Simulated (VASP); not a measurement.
A run of VASP 6.6.1 is set up as follows.

File INCAR:

```
SYSTEM = Si
  PREC = Accurate
  ENCUT = 520
  EDIFF = 1E-6
  ISMEAR = 0
  SIGMA = 0.15
  LREAL = .False.
  LASPH = .True.
  NELM = 100
  ALGO = Normal
  ISIF = 2
  LWAVE = .False.
  LCHARG = .False.
  GGA = PS
  NBANDS = 26
```

Contents of KPOINTS:

```
Automatic mesh
0
Gamma
  10 10 10
  0 0 0
```

POSCAR

```
Si
1.0
   -3.4076633435      3.4076633435      3.0941583159
    3.4076633435     -3.4076633435      3.0941583159
    3.4076633435      3.4076633435     -3.0941583159
Si
8
Direct
    0.2047947401      0.2047947401      0.2047947401
    0.5000000000      0.0000000000      0.2952052599
    0.2952052599      0.5000000000      0.0000000000
    0.0000000000      0.2952052599      0.5000000000
    0.7952052599      0.7952052599      0.7952052599
    0.5000000000      0.0000000000      0.7047947401
    0.7047947401      0.5000000000      0.0000000000
    0.0000000000      0.7047947401      0.5000000000
```

Potentials or basis: VASP PAW PBE potentials, release 64 (Si).

Run with:

```sh
$ cat potpaw_PBE.64/Si/POTCAR > POTCAR
$ mpirun -np 1 vasp_std > vasp.out
```

Estimate the band gap on the k mesh.

zero (band 16 reaches 7.42 eV, above the bottom of band 17 at 7.03 eV).

Estimate the largest force.

0.669 eV/Å.

What does it give for the pressure?

0.4 GPa.

Forces on the atoms (eV/Å):
```
Si  -0.125  0.550 -0.359
Si   0.125 -0.550 -0.359
Si  -0.125 -0.550  0.359
Si   0.125  0.550  0.359
Si   0.125 -0.550  0.359
Si  -0.125  0.550  0.359
Si   0.125  0.550 -0.359
Si  -0.125 -0.550 -0.359
```

Caveat: the PAW data sets were made with another functional, which shifts forces and pressure a little.
